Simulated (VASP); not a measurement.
Set up this calculation in VASP 6.6.1, as the native input.

- Task: single point
- Functional: PBE
- Potentials or basis: VASP PAW PBE potentials, release 64 (Ta_pv)
- Cutoff: 520 eV
- k mesh: 18 × 18 × 18
- Occupations: gaussian, width 0.1 eV
- Spin: no spin polarisation
- Dipole correction: no
- Further INCAR settings: ALGO = Normal; EDIFF = 1e-06; NBANDS = 12

The structure of Ta lies in POSCAR:

```
Ta
1.0
   -1.6118852246      1.6118852246      1.6118852246
    1.6118852246     -1.6118852246      1.6118852246
    1.6118852246      1.6118852246     -1.6118852246
Ta
1
Direct
    0.0000000000      0.0000000000      0.0000000000
```

These files were run (other wordings do the same):

INCAR

```
SYSTEM = Ta
  PREC = Accurate
  ENCUT = 520
  EDIFF = 1E-6
  ISMEAR = 0
  SIGMA = 0.1
  LREAL = .FALSE.
  LASPH = .TRUE.
  NELM = 80
  ALGO = Normal
  ISIF = 2
  LWAVE = .FALSE.
  LCHARG = .FALSE.
  GGA = PE
  NBANDS = 12
```

KPOINTS

```
Automatic mesh
0
G
  18 18 18
  0 0 0
```

Potentials or basis: VASP PAW PBE potentials, release 64 (Ta_pv).

Run with:

```sh
$ cat potpaw_PBE.64/Ta_pv/POTCAR > POTCAR
$ mpirun -np 1 vasp_std > vasp.out
```

It gave:

```json
{
  "Pressure": "20.3 GPa"
}
```

Run time: 21 s on 1 thread of Intel(R) Xeon(R) Platinum 8559C (Emerald Rapids), with other jobs on the host, peak memory 0.16 GiB.
